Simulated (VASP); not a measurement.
# Rh (Fm-3m) in VASP: further runs

Aim: see how the results for Rh move with the level of theory and the settings. Levels: PBE, revPBE+D3(BJ), revPBE+D4, BLYP+D4. Tasks: single point, relaxation of cell and atoms.

All numbers are computed with VASP 6.6.1; they aren't measurements. Logs are shortened: lines on timing, memory, paths and dates and some standing lists are left out, and cuts for length are marked.

**1. The cell of the first run**

It takes space group Fm-3m (No. 225, cubic). Conventional cell: a = 3.796 Å, b = 3.796 Å, c = 3.796 Å, α = 90.00°, β = 90.00°, γ = 90.00°. Rh (site symmetry m-3m) has 12 Rh at 2.68 Å within 3.5 Å.

**2. Single point, PBE**

INCAR reads:

```
SYSTEM = Rh
  PREC = Accurate
  ENCUT = 520
  EDIFF = 1E-6
  ISMEAR = 0
  SIGMA = 0.027000000000000003
  LREAL = .FALSE.
  LASPH = .TRUE.
  NELM = 80
  ALGO = Fast
  ISIF = 2
  LWAVE = .FALSE.
  LCHARG = .FALSE.
  GGA = PE
  NBANDS = 14
```

KPOINTS reads:

```
Automatic mesh
0
G
  12 12 12
  0 0 0
```

POSCAR reads:

```
Rh
1.0
    0.0000000000      1.8978500000      1.8978500000
    1.8978500000      0.0000000000      1.8978500000
    1.8978500000      1.8978500000      0.0000000000
Rh
1
Direct
    0.0000000000      0.0000000000      0.0000000000
```

Potentials or basis: VASP PAW PBE potentials, release 64 (Rh_pv).

Command:

```bash
> cat potpaw_PBE.64/Rh_pv/POTCAR > POTCAR
> mpirun -np 1 vasp_std > vasp.out
```

OUTCAR:

```text
SYSTEM = Rh
   PREC = Accurate
   ENCUT = 520
   EDIFF = 1E-6
   ISMEAR = 0
   LREAL = .FALSE.
   LASPH = .TRUE.
   NELM = 80
   ISIF = 2
   GGA = PE

 ion  position               nearest neighbor table
   1  0.000  0.000  0.000-

  LATTYP: Found a face centered cubic cell.
 ALAT       =     3.7957000000

  Lattice vectors:

 A1 = (   0.0000000000,   1.8978500000,   1.8978500000)
 A2 = (   1.8978500000,   0.0000000000,   1.8978500000)
 A3 = (   1.8978500000,   1.8978500000,   0.0000000000)

Analysis of symmetry for initial positions (statically):
[... 33 lines left out ...]
                                     Primitive cell

  volume of cell :      13.6715

  direct lattice vectors                    reciprocal lattice vectors
     0.000000000  1.897850000  1.897850000    -0.263456016  0.263456016  0.263456016
     1.897850000  0.000000000  1.897850000     0.263456016 -0.263456016  0.263456016
     1.897850000  1.897850000  0.000000000     0.263456016  0.263456016 -0.263456016

  length of vectors
     2.683965209  2.683965209  2.683965209     0.456319205  0.456319205  0.456319205

  position of ions in fractional coordinates (direct lattice)
     0.000000000  0.000000000  0.000000000

  ion indices of the primitive-cell ions
   primitive index   ion index
                 1           1

----------------------------------------------------------------------------------------

 KPOINTS: Automatic mesh

Automatic generation of k-mesh.
 Grid dimensions read from file:
 generate k-points for:   12   12   12

 Generating k-lattice:

  Cartesian coordinates                     Fractional coordinates (reciprocal lattice)
    -0.021954668  0.021954668  0.021954668     0.083333333  0.000000000  0.000000000
     0.021954668 -0.021954668  0.021954668     0.000000000  0.083333333  0.000000000
     0.021954668  0.021954668 -0.021954668     0.000000000  0.000000000  0.083333333

  Length of vectors
     0.038026600  0.038026600  0.038026600

  Shift w.r.t. Gamma in fractional coordinates (k-lattice)
     0.000000000  0.000000000  0.000000000

 Subroutine IBZKPT returns following result:
 ===========================================

 Found     72 irreducible k-points:

 Following reciprocal coordinates:
            Coordinates               Weight
  0.000000  0.000000  0.000000      1.000000
  0.083333  0.000000  0.000000      8.000000
  0.166667  0.000000  0.000000      8.000000
  0.250000  0.000000  0.000000      8.000000
  0.333333  0.000000  0.000000      8.000000
  0.416667  0.000000  0.000000      8.000000
[... 16 lines left out ...]
  0.500000  0.166667  0.000000     24.000000
 -0.416667  0.166667  0.000000     24.000000
 [... further k-points ...]
   k-points           NKPTS =     72   k-points in BZ     NKDIM =     72   number of bands    NBANDS=     14
   number of dos      NEDOS =    301   number of ions     NIONS =      1
   total plane-waves  NPLWV =   8000
   dimension x,y,z NGX =    20 NGY =   20 NGZ =   20
   dimension x,y,z NGXF=    40 NGYF=   40 NGZF=   40
   ions per type =               1
   NGX,Y,Z   is equivalent  to a cutoff of  12.39, 12.39, 12.39 a.u.
   NGXF,Y,Z  is equivalent  to a cutoff of  24.78, 24.78, 24.78 a.u.
 SYSTEM =  Rh
   PREC   = accura    normal or accurate (medium, high low for compatibility)
   ISTART =      0    job   : 0-new  1-cont  2-samecut
   ICHARG =      2    charge: 1-file 2-atom 10-const
   ISPIN  =      1    spin polarized calculation?
   LNONCOLLINEAR =      F non collinear calculations
   LSORBIT =      F    spin-orbit coupling
   LASPH  =      T    aspherical Exc in radial PAW
   ENCUT  =  520.0 eV  38.22 Ry    6.18 a.u.   4.99  4.99  4.99*2*pi/ulx,y,z
   NELM   =     80;   NELMIN=  2; NELMDL= -5     # of ELM steps
   EDIFF  = 0.1E-05   stopping-criterion for ELM
   LREAL  =      F    real-space projection
   EDIFFG = 0.1E-04   stopping-criterion for IOM
   NSW    =      0    number of steps for IOM
   IBRION =     -1    ionic relax: 0-MD 1-quasi-New 2-CG
   NFREE  =      0    steps in history (QN), initial steepest desc. (CG)
   ISIF   =      2    stress and relaxation
   ISYM   =      2    0-nonsym 1-usesym 2-fastsym
   POTIM  = 0.5000    time-step for ionic-motion
   TEBEG  =    0.0;   TEEND  =   0.0 temperature during run
   PSTRESS=    0.0 pullay stress
   NELECT =      15.0000    total number of electrons
   NUPDOWN=      -1.0000    fix difference up-down
   EMIN   =  10.00;   EMAX   =-10.00  energy-range for DOS
   EFERMI =   0.00;   METHOD = LEGACY
   ISMEAR =     0;   SIGMA  =   0.03  broadening in eV -4-tet -1-fermi 0-gaus
   EFERMI_NEDOS =   21; number of points for ismear=-14 and -15
   IALGO  =     68    algorithm
   IMIX   =      4    mixing-type and parameters
     AMIX     =   0.40;   BMIX     =  1.00
     AMIX_MAG =   1.60;   BMIX_MAG =  1.00
  volume/ion in A,a.u.               =      13.67        92.26
  Fermi-wavevector in a.u.,A,eV,Ry     =   1.688496  3.190795 38.790465  2.851019
  Thomas-Fermi vector in A             =   2.770792
   LORBIT       =      0    0 simple, 1 ext, 2 COOP (PROOUT), +10 PAW based schemes
   GGA     = PE    functional components
   LHFCALC =     F    Hartree Fock is set to
   AEXX    =    0.0000 exact exchange contribution
   IVDW    =     0    specifies the selected vdW correction
   LEPSILON=     F    determine dielectric tensor
   LRPA    =     F    only Hartree local field effects (RPA)
 non-spin polarized calculation
 RMM-DIIS sequential band-by-band and
 Gauss-broadening in eV      SIGMA  =   0.03
  energy-cutoff  :      520.00
  volume of cell :       13.67
 maximum number of plane-waves:       380
   NGX =  9   NGY =  9   NGZ =  9

 number of electron      15.0000007 magnetization

 Free energy of the ion-electron system (eV)
  ---------------------------------------------------
  ext. energy  EPLUGINS =         0.00000000
  ---------------------------------------------------
  free energy    TOTEN  =        -7.25270960 eV

  energy without entropy =       -7.25197244  energy(sigma->0) =       -7.25234102

 E-fermi :  12.0559     XC(G=0): -14.0713

 val. band max:       12.0442443780   @ k =   0.3333   0.1667   0.0000
 cond. band min:      12.0711564910   @ k =   0.5000   0.4167   0.0000
 fundamental gap:      0.0269121130
 Fermi energy:        12.0558888452

 k-point     1 :       0.0000    0.0000    0.0000
  band No.  band energies     occupation
      1     -34.4039      2.00000
      2     -34.4039      2.00000
      3     -34.4039      2.00000
      4       4.0068      2.00000
      5       8.8902      2.00000
      6       8.8902      2.00000
      7       8.8902      2.00000
      8      10.9920      2.00000
      9      10.9920      2.00000
     10      28.0013      0.00000
     11      32.4782      0.00000
     12      33.4933      0.00000
     13      33.4933      0.00000
     14      33.4933      0.00000

 k-point     2 :       0.0833    0.0000    0.0000
  band No.  band energies     occupation
      1     -34.4556      2.00000
      2     -34.4109      2.00000
      3     -34.4109      2.00000
      4       4.2852      2.00000
      5       8.7707      2.00000
      6       8.9967      2.00000
      7       8.9967      2.00000
      8      10.9347      2.00000
      9      10.9347      2.00000
     10      28.3996      0.00000
     11      32.0995      0.00000
     12      32.4813      0.00000
     13      33.9024      0.00000
     14      33.9024      0.00000

 k-point     3 :       0.1667    0.0000    0.0000
  band No.  band energies     occupation
      1     -34.5954      2.00000
      2     -34.4299      2.00000
      3     -34.4299      2.00000
      4       5.0243      2.00000
      5       8.5596      2.00000
      6       9.2122      2.00000
      7       9.2122      2.00000
      8      10.8864      2.00000
      9      10.8864      2.00000
     10      29.2287      0.00000
     11      29.7514      0.00000
     12      32.4785      0.00000
     13      35.0375      0.00000
     14      35.0375      0.00000

 k-point     4 :       0.2500    0.0000    0.0000
  band No.  band energies     occupation
      1     -34.7834      2.00000
      2     -34.4557      2.00000
      3     -34.4557      2.00000
      4       5.7977      2.00000
      5       8.7714      2.00000
      6       9.2531      2.00000
      7       9.2531      2.00000
      8      11.1560      2.00000
      9      11.1560      2.00000
     10      27.1533      0.00000
     11      29.5981      0.00000
     12      32.4785      0.00000
     13      36.5015      0.00000
     14      36.5017      0.00000

 k-point     5 :       0.3333    0.0000    0.0000
  band No.  band energies     occupation
      1     -34.9679      2.00000
      2     -34.4814      2.00000
      3     -34.4814      2.00000
      4       6.0060      2.00000
      5       9.0734      2.00000
      6       9.0734      2.00000
      7      10.0090      2.00000
      8      11.7537      2.00000
      9      11.7537      2.00000
     10      24.4840      0.00000
     11      28.7251      0.00000
     12      32.4788      0.00000
     13      35.6561      0.00000
     14      35.6561      0.00000

 k-point     6 :       0.4167    0.0000    0.0000
  band No.  band energies     occupation
      1     -35.1010      2.00000
      2     -34.5002      2.00000
      3     -34.5002      2.00000
      4       5.8998      2.00000
      5       8.8851      2.00000
      6       8.8851      2.00000
      7      11.7675      2.00000
      8      12.3300      0.00000
      9      12.3300      0.00000
     10      21.9359      0.00000
     11      27.8328      0.00000
     12      32.4789      0.00000
     13      33.9867      0.00000
     14      33.9867      0.00000

 k-point     7 :       0.5000    0.0000    0.0000
  band No.  band energies     occupation
      1     -35.1493      2.00000
      2     -34.5070      2.00000
      3     -34.5070      2.00000
      4       5.8355      2.00000
      5       8.8112      2.00000
      6       8.8112      2.00000
      7      12.5665      0.00000
      8      12.5665      0.00000
      9      12.7337      0.00000
     10      20.6984      0.00000
     11      27.5095      0.00000
     12      32.4787      0.00000
     13      33.3618      0.00000
     14      33.3618      0.00000
[... 205 lines left out ...]
 k-point    20 :       0.2500    0.1667    0.0000
  band No.  band energies     occupation
      1     -34.7098      2.00000
      2     -34.5050      2.00000
      3     -34.5003      2.00000
      4       6.0545      2.00000
      5       7.7154      2.00000
      6       9.5115      2.00000
      7       9.9420      2.00000
      8      10.5782      2.00000
      9      11.5820      2.00000
     10      29.5020      0.00000
     11      30.7595      0.00000
     12      32.4143      0.00000
     13      32.4771      0.00000
     14      33.1715      0.00000

 k-point    21 :       0.3333    0.1667    0.0000
  band No.  band energies     occupation
      1     -34.8621      2.00000
      2     -34.5353      2.00000
      3     -34.5330      2.00000
      4       6.5613      2.00000
      5       7.8244      2.00000
      6       9.0726      2.00000
      7       9.9556      2.00000
      8      11.8579      2.00000
      9      12.0442      1.45808
     10      26.8212      0.00000
     11      30.2121      0.00000
     12      31.8159      0.00000
     13      32.4755      0.00000
     14      33.6463      0.00000

 k-point    22 :       0.4167    0.1667    0.0000
  band No.  band energies     occupation
      1     -34.9953      2.00000
      2     -34.5782      2.00000
      3     -34.5494      2.00000
      4       6.5541      2.00000
      5       8.2724      2.00000
      6       9.0457      2.00000
      7       9.7715      2.00000
      8      12.5079      0.00000
      9      13.6335      0.00000
     10      23.8123      0.00000
     11      29.1484      0.00000
     12      31.3547      0.00000
     13      32.4724      0.00000
     14      33.1425      0.00000

 k-point    23 :       0.5000    0.1667    0.0000
  band No.  band energies     occupation
      1     -35.0742      2.00000
      2     -34.6180      2.00000
      3     -34.5500      2.00000
      4       6.5041      2.00000
      5       8.2082      2.00000
      6       9.5798      2.00000
      7       9.6812      2.00000
      8      12.6243      0.00000
      9      15.5698      0.00000
     10      21.2075      0.00000
     11      28.4031      0.00000
     12      31.5189      0.00000
     13      31.8625      0.00000
     14      32.4845      0.00000

 k-point    24 :      -0.4167    0.1667    0.0000
  band No.  band energies     occupation
      1     -35.0807      2.00000
      2     -34.6427      2.00000
      3     -34.5347      2.00000
      4       6.5718      2.00000
      5       8.2221      2.00000
      6       9.4884      2.00000
      7       9.9236      2.00000
      8      12.2527      0.00000
      9      16.1451      0.00000
     10      20.7944      0.00000
     11      28.0744      0.00000
     12      30.9580      0.00000
     13      32.4807      0.00000
     14      32.6427      0.00000

 [... further k-points ...]
[... 5 lines left out ...]
  --------------------------------------------------------------------------------------
  -------------------------------------------------------------------------------------
  Total        0.6231549      0.6231549      0.6231549      0.0000000      0.0000000      0.0000000
  in kB       73.0282616     73.0282616     73.0282616      0.0000000      0.0000000      0.0000000
  external PRESSURE =      73.0282616 kB  Pullay stress =       0.0000000 kB

 VOLUME and BASIS-vectors are now :
 -----------------------------------------------------------------------------
  energy-cutoff  :      520.00
  volume of cell :       13.67
      direct lattice vectors                 reciprocal lattice vectors
     0.000000000  1.897850000  1.897850000    -0.263456016  0.263456016  0.263456016
     1.897850000  0.000000000  1.897850000     0.263456016 -0.263456016  0.263456016
     1.897850000  1.897850000  0.000000000     0.263456016  0.263456016 -0.263456016

 POSITION                                       TOTAL-FORCE (eV/Angst)
 -----------------------------------------------------------------------------------
      0.00000      0.00000      0.00000         0.000000     -0.000000      0.000000
 -----------------------------------------------------------------------------------
    total drift:                                0.000000     -0.000000      0.000000

  FREE ENERGIE OF THE ION-ELECTRON SYSTEM (eV)
  ---------------------------------------------------
  free  energy   TOTEN  =        -7.2527095991 eV

  energy  without entropy=       -7.2519724388  energy(sigma->0) =       -7.25234102
```

Wall time 7 s (1 thread of Intel Xeon 6975P-C (Granite Rapids), shared host); peak memory 0.12 GiB.

Results:

- Free energy: -7.2527 eV
- Pressure: 7.3 GPa

Levels at points of the mesh, in eV from the Fermi level:
| k point | band 3 | band 4 | band 5 | band 6 | band 7 | band 8 | band 9 | band 10 | band 11 | band 12 |
| --- | --- | --- | --- | --- | --- | --- | --- | --- | --- | --- |
| (0.00, 0.00, 0.00) | -46.46 | -8.05 | -3.17 | -3.17 | -3.17 | -1.06 | -1.06 | 15.95 | 20.42 | 21.44 |
| (0.50, 0.00, 0.00) | -46.56 | -6.22 | -3.24 | -3.24 | 0.51 | 0.51 | 0.68 | 8.64 | 15.45 | 20.42 |
| (0.50, 0.50, 0.00) | -46.73 | -6.42 | -6.05 | 0.48 | 0.93 | 0.93 | 3.22 | 12.29 | 13.31 | 13.31 |

[end of part 1 of 2]
